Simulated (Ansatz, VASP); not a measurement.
# One calculation of C, two programs

```
C
1.0
     1.23512    0.72128    3.34701
    -1.22094    0.69672    3.34701
    -0.01418   -1.41800    3.34701
C
2
Direct
  0.16124 0.13597 0.23135
  0.83876 0.86403 0.76865
```

Alike in both runs: task relaxation of the atoms; functional PBE; k mesh 13 × 13 × 13; occupations fermi-dirac, width 0.05 eV; no spin polarisation.

|  | VASP | Ansatz |
| --- | --- | --- |
| version | VASP 6.6.1 | Ansatz 0.2.0 |
| potentials or method | VASP PAW PBE potentials, release 64 (C) | Ansatz PAW |
| plane-wave cutoff (eV) | 520 | 420 |
| valence electrons in the cell | 8 | 8 |

```tsv
	VASP	Ansatz	Ansatz less VASP
gap on the k mesh at the Fermi level, each at its own relaxed structure (eV)	0.59	0.59	+0.001
```

Noted on Ansatz's run: odd divisions of the mesh miss points on the zone boundary, where band edges often lie, so the gap on the mesh can be too wide.
